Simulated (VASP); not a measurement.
# Mg2Te3O (Cmmm) in VASP: further runs

Runs on Mg2Te3O. Level: PBE. Tasks: single point.

Program: VASP 6.6.1. These are calculated values, not measurements. Logs are shortened: lines on timing, memory, paths and dates and some standing lists are left out, and cuts for length are marked.

## (1) The cell of the first run

The structure is orthorhombic, space group Cmmm (No. 65). Conventional cell: a = 6.234 Å, b = 9.962 Å, c = 5.070 Å, α = 90.00°, β = 90.00°, γ = 90.00°. Mg (site symmetry 2mm) has 1 O at 1.53 Å within 2.0 Å. Within 3.2 Å of Te (site symmetry m2m) lie 1 O at 2.36 Å and 4 Mg at 2.81 to 3.07 Å and 2 Te at 3.13 Å. Within 3.3 Å of Te (site symmetry mmm) lie 2 O at 2.53 Å and 4 Mg at 2.96 Å. O (site symmetry mmm) has 2 Mg at 1.53 Å within 2.0 Å.

The cell was generated, and may not be a known phase.

## (2) Single point, PBE

Input file INCAR:

```
SYSTEM = Mg2Te3O
PREC = Accurate
ENCUT = 520
EDIFF = 1E-6
ISMEAR = 0
SIGMA = 0.1
LREAL = .FALSE.
LASPH = .TRUE.
NELM = 60
ALGO = Normal
ISIF = 2
LWAVE = .FALSE.
LCHARG = .FALSE.
GGA = PE
NBANDS = 23
```

Input file KPOINTS:

```
Automatic mesh
0
G
  4 4 4
  0 0 0
```

Input file POSCAR:

```
Mg2Te3O
1.0
    3.1170797900     -4.9812163800      0.0000000000
    3.1170797900      4.9812163800      0.0000000000
    0.0000000000      0.0000000000      5.0698017600
Mg Te O
2 3 1
Direct
    0.7549355600      0.7549355600      0.5000000000
    0.2450644400      0.2450644400      0.5000000000
    0.7634017000      0.2365983000      0.5000000000
    0.2365983000      0.7634017000      0.5000000000
    0.0000000000      0.0000000000      0.0000000000
    0.0000000000      0.0000000000      0.5000000000
```

Potentials or basis: VASP PAW PBE potentials, release 64 (Mg, Te, O).

The run is started by

```console
> cat potpaw_PBE.64/Mg/POTCAR potpaw_PBE.64/Te/POTCAR potpaw_PBE.64/O/POTCAR > POTCAR
> mpirun -np 1 vasp_std > vasp.out
```

OUTCAR:

```text
SYSTEM = Mg2Te3O
   PREC = Accurate
   ENCUT = 520
   EDIFF = 1E-6
   ISMEAR = 0
   LREAL = .FALSE.
   LASPH = .TRUE.
   NELM = 60
   ISIF = 2
   GGA = PE

 ion  position               nearest neighbor table
   1  0.755  0.755  0.500-   6 1.53   4 2.81   3 2.81   5 2.96   5 2.96   2 3.06   3 3.07   4 3.07
                             2 3.18
   2  0.245  0.245  0.500-   6 1.53   4 2.81   3 2.81   5 2.96   5 2.96   1 3.06   3 3.07   4 3.07
                             1 3.18
   3  0.763  0.237  0.500-   6 2.36   2 2.81   1 2.81   1 3.07   2 3.07   4 3.13   4 3.13   5 3.46
                             5 3.46
   4  0.237  0.763  0.500-   6 2.36   2 2.81   1 2.81   1 3.07   2 3.07   3 3.13   3 3.13   5 3.46
                             5 3.46
   5  0.000  0.000  0.000-   6 2.53   6 2.53   1 2.96   1 2.96   2 2.96   2 2.96   3 3.46   3 3.46
                             4 3.46   4 3.46
   6  0.000  0.000  0.500-   1 1.53   2 1.53   3 2.36   4 2.36   5 2.53   5 2.53

  LATTYP: Found a base centered orthorhombic cell.
 ALAT       =     6.2341595800
 B/A-ratio  =     1.5980394201
 C/A-ratio  =     0.8132293848

  Lattice vectors:

 A1 = (   3.1170797900,  -4.9812163800,   0.0000000000)
 A2 = (   3.1170797900,   4.9812163800,   0.0000000000)
 A3 = (   0.0000000000,   0.0000000000,   5.0698017600)

Analysis of symmetry for initial positions (statically):
=====================================================================
 Subroutine PRICEL returns:
 Original cell was already a primitive cell.

 Routine SETGRP: Setting up the symmetry group for a
 base centered orthorhombic supercell.

 Subroutine GETGRP returns: Found  8 space group operations
 (whereof  8 operations were pure point group operations)
 out of a pool of  8 trial point group operations.

The static configuration has the point symmetry D_2h.

Analysis of symmetry for dynamics (positions and initial velocities):
=====================================================================
 Subroutine PRICEL returns:
 Original cell was already a primitive cell.

 Routine SETGRP: Setting up the symmetry group for a
 base centered orthorhombic supercell.

 Subroutine GETGRP returns: Found  8 space group operations
 (whereof  8 operations were pure point group operations)
 out of a pool of  8 trial point group operations.

The dynamic configuration has the point symmetry D_2h.

 Subroutine INISYM returns: Found  8 space group operations
 (whereof  8 operations are pure point group operations),
 and found     1 'primitive' translations

----------------------------------------------------------------------------------------

                                     Primitive cell

[... 101 lines left out ...]
   ISYM   =      2    0-nonsym 1-usesym 2-fastsym
   POTIM  = 0.5000    time-step for ionic-motion
   TEBEG  =    0.0;   TEEND  =   0.0 temperature during run
   PSTRESS=    0.0 pullay stress
   NELECT =      28.0000    total number of electrons
   NUPDOWN=      -1.0000    fix difference up-down
   EMIN   =  10.00;   EMAX   =-10.00  energy-range for DOS
   EFERMI =   0.00;   METHOD = LEGACY
   ISMEAR =     0;   SIGMA  =   0.10  broadening in eV -4-tet -1-fermi 0-gaus
   EFERMI_NEDOS =   21; number of points for ismear=-14 and -15
   IALGO  =     38    algorithm
   IMIX   =      4    mixing-type and parameters
     AMIX     =   0.40;   BMIX     =  1.00
     AMIX_MAG =   1.60;   BMIX_MAG =  1.00
  volume/ion in A,a.u.               =      26.24       177.07
  Fermi-wavevector in a.u.,A,eV,Ry     =   0.920646  1.739769 11.532153  0.847589
  Thomas-Fermi vector in A             =   2.045975
   LORBIT       =      0    0 simple, 1 ext, 2 COOP (PROOUT), +10 PAW based schemes
   GGA     = PE    functional components
   LHFCALC =     F    Hartree Fock is set to
   AEXX    =    0.0000 exact exchange contribution
   IVDW    =     0    specifies the selected vdW correction
   LEPSILON=     F    determine dielectric tensor
   LRPA    =     F    only Hartree local field effects (RPA)
 non-spin polarized calculation
 Gauss-broadening in eV      SIGMA  =   0.10
  energy-cutoff  :      520.00
  volume of cell :      157.44
 maximum number of plane-waves:      4260
 NGX is ok and might be reduce to    48
   NGX = 21   NGY = 21   NGZ = 19

 number of electron      28.0000005 magnetization

 Free energy of the ion-electron system (eV)
  ---------------------------------------------------
  ext. energy  EPLUGINS =         0.00000000
  ---------------------------------------------------
  free energy    TOTEN  =       -14.50595552 eV

  energy without entropy =      -14.48511005  energy(sigma->0) =      -14.49553278

 E-fermi :   4.5900     XC(G=0):  -8.5593

 val. band max:        4.5822901769   @ k =   0.5000   0.2500   0.2500
 cond. band min:       4.6140231796   @ k =   0.2500   0.2500   0.0000
 fundamental gap:      0.0317330027
 Fermi energy:         4.5899963728

 k-point     1 :       0.0000    0.0000    0.0000
  band No.  band energies     occupation
      1     -15.9890      2.00000
      2      -7.6959      2.00000
      3      -6.4380      2.00000
      4      -6.0137      2.00000
      5      -3.1369      2.00000
      6      -2.0094      2.00000
[... 535 lines left out ...]
     22      10.8346      0.00000
     23      11.0572      0.00000

------------------------ aborting loop because EDIFF is reached ----------------------------------------

  FORCE on cell =-STRESS in cart. coord.  units (eV):
  Direction    XX          YY          ZZ          XY          YZ          ZX
  --------------------------------------------------------------------------------------
  -------------------------------------------------------------------------------------
  Total       42.6763545     16.4989928      6.0101950      0.0000000      0.0000000      0.0000000
  in kB      434.3037669    167.9050337     61.1638544      0.0000000      0.0000000      0.0000000
  external PRESSURE =     221.1242183 kB  Pullay stress =       0.0000000 kB

 VOLUME and BASIS-vectors are now :
 -----------------------------------------------------------------------------
  energy-cutoff  :      520.00
  volume of cell :      157.44
      direct lattice vectors                 reciprocal lattice vectors
     3.117079790 -4.981216380  0.000000000     0.160406545 -0.100377089  0.000000000
     3.117079790  4.981216380  0.000000000     0.160406545  0.100377089  0.000000000
     0.000000000  0.000000000  5.069801760     0.000000000  0.000000000  0.197246371

 POSITION                                       TOTAL-FORCE (eV/Angst)
 -----------------------------------------------------------------------------------
      4.70639      0.00000      2.53490       -14.264787      0.000000      0.000000
      1.52777      0.00000      2.53490        14.264787      0.000000     -0.000000
      3.11708     -2.62412      2.53490         0.000000      3.807489      0.000000
      3.11708      2.62412      2.53490         0.000000     -3.807489     -0.000000
      0.00000      0.00000      0.00000        -0.000000      0.000000      0.000000
      0.00000      0.00000      2.53490         0.000000      0.000000      0.000000
 -----------------------------------------------------------------------------------
    total drift:                               -0.000000     -0.000000     -0.000000

  FREE ENERGIE OF THE ION-ELECTRON SYSTEM (eV)
  ---------------------------------------------------
  free  energy   TOTEN  =       -14.5059555169 eV

  energy  without entropy=      -14.4851100525  energy(sigma->0) =      -14.49553278
```

stdout:

```text
POSCAR found type information on POSCAR MgTeO
 POSCAR found :  3 types and       6 ions
 scaLAPACK will be used
 LDA part: xc-table for (Slater+PW92), standard interpolation
 POSCAR, INCAR and KPOINTS ok, starting setup
 FFT: planning ... GRIDC
 FFT: planning ... GRID_SOFT
 FFT: planning ... GRID
 WAVECAR not read
 entering main loop
```

Run time: 2.5 min. Hardware: 1 thread of Intel Xeon 8259CL, shared host; peak memory 0.33 GiB.

Results:

```
Free energy            : -14.5060 eV
Pressure               : 22.1 GPa
Largest force          : 14.265 eV/Å
Band gap on the k mesh : zero (bands 14 and 15 overlap by 1.95 eV)
```

Forces on the atoms (eV/Å):
```
Mg  -14.265   0.000   0.000
Mg   14.265   0.000   0.000
Te    0.000   3.807   0.000
Te    0.000  -3.807   0.000
Te    0.000   0.000   0.000
O     0.000   0.000   0.000
```

Caveat: the stress differs along the axes, from 6 to 43 GPa; spin-orbit coupling is left out, which moves the levels of the heavy elements; forces of over 1 eV/Å act on the atoms, so gaps and moduli don't describe the material at rest.

## (3) Single point, PBE

This run uses another cell than the first one, of 30.52 Å³/atom.

Input file INCAR:

```
PREC = Accurate
ENCUT = 520
EDIFF = 1E-7
ISMEAR = 0
SIGMA = 0.1
LREAL = False
LASPH = True
NELM = 80
ALGO = Normal
ISIF = 2
LWAVE = False
LCHARG = False
GGA = PE
NBANDS = 23
```

Input file KPOINTS:

```
regular mesh
0
Gamma
  4 4 4
```

Input file POSCAR:

```
Mg2Te3O
1.0
    3.3210010387     -5.6446237164      0.0000000000
    3.3210010387      5.6446237164      0.0000000000
    0.0000000000      0.0000000000      4.8840012046
Mg Te O
2 3 1
Direct
    0.7172591912      0.7172591912      0.5000000000
    0.2827408088      0.2827408088      0.5000000000
    0.7223115598      0.2776884402      0.5000000000
    0.2776884402      0.7223115598      0.5000000000
    0.0000000000      0.0000000000      0.0000000000
    0.0000000000      0.0000000000      0.5000000000
```

Potentials or basis: VASP PAW PBE potentials, release 64 (Mg, Te, O).

The run is started by

```console
> cat potpaw_PBE.64/Mg/POTCAR potpaw_PBE.64/Te/POTCAR potpaw_PBE.64/O/POTCAR > POTCAR
> mpirun -np 1 vasp_std > vasp.out
```

It took 3.3 min on 1 thread of Intel Xeon 8259CL, shared host; peak memory 0.34 GiB.

It converged, with:

| Quantity | Value |
| --- | --- |
| Free energy | -20.0547 eV |
| Pressure | -0.1 GPa |
| Largest force | 0.015 eV/Å |
| Band gap on the k mesh | zero (bands 14 and 15 overlap by 0.50 eV) |

Forces on the atoms (eV/Å):
```
Mg  -0.015  0.000  0.000
Mg   0.015  0.000  0.000
Te   0.000 -0.001  0.000
Te   0.000  0.001  0.000
Te   0.000  0.000  0.000
O    0.000  0.000  0.000
```

Stress tensor (GPa, compression positive):
```
 0.04  0.00  0.00
 0.00 -0.08  0.00
 0.00  0.00 -0.21
```

Levels at points of the mesh, in eV from the Fermi level:
```csv
k point,band 11,band 12,band 13,band 14,band 15,band 16,band 17,band 18
"(0.00, 0.00, 0.00)",-1.13,-1.00,0.07,0.20,1.10,2.25,3.31,4.43
"(0.50, 0.00, 0.00)",-1.00,-0.72,-0.56,-0.48,-0.18,3.03,3.15,3.28
"(0.50, 0.50, 0.00)",-0.92,-0.78,-0.27,0.00,1.09,2.20,2.78,4.30
"(0.00, 0.00, 0.50)",-1.84,-1.42,-0.90,-0.60,-0.18,0.73,2.66,3.46
"(0.50, 0.00, 0.50)",-1.66,-1.33,-1.00,-0.88,-0.14,0.01,3.20,4.11
"(0.50, 0.50, 0.50)",-1.91,-0.93,-0.70,0.09,0.15,1.21,2.76,2.81
```

Caveat: semilocal functionals underestimate gaps, and a narrow one can read as zero; spin-orbit coupling is left out, which moves the levels of the heavy elements.

The gap in the log of VASP goes by the Fermi energy; the results here count the filled bands.